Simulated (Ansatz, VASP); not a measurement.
## WS2 in VASP and in Ansatz

```
CELL_PARAMETERS angstrom
3.18724 0.02677 -0.00015
1.57088 2.77349 0.00096
0.35532 0.47507 14.89201
ATOMIC_POSITIONS crystal
W 0.58991 0.04918 0.75181
W 0.41009 0.95082 0.24819
S 0.92629 0.40112 0.64630
S 0.07921 0.63538 0.14267
S 0.07371 0.59888 0.35370
S 0.92079 0.36462 0.85733
```

Change from the starting cell: the structure that the rattled cell fell into.

Alike in both runs: functional PBE; k mesh 6 × 6 × 2; occupations gaussian, width 0.1 eV; no spin polarisation.

Ansatz relaxed the structure, and its values are those at the end. VASP's run is a single point on that final structure, the one shown.

|  | VASP | Ansatz |
| --- | --- | --- |
| version | VASP 6.6.1 | Ansatz 0.2.0 |
| potentials or method | VASP PAW PBE potentials, release 64 (W_sv, S), cutoff 520 eV | scalar-relativistic, plane waves, PAW |
| valence electrons in the cell | 52 | 52 |

|  | VASP | Ansatz | Ansatz less VASP |
| --- | --- | --- | --- |
| gap on the k mesh at the Fermi level (eV) | 1.64 | 1.63 | -0.014 |
| least direct gap on the mesh (eV) | 1.81 | 1.81 | -0.003 |
| pressure (GPa) | 0.0 | 0.1 | +0.04 |
| rms of the force components (eV/Å) | 0.016 | 0.016 | -0.0001 |

Neither program's run includes spin-orbit coupling.
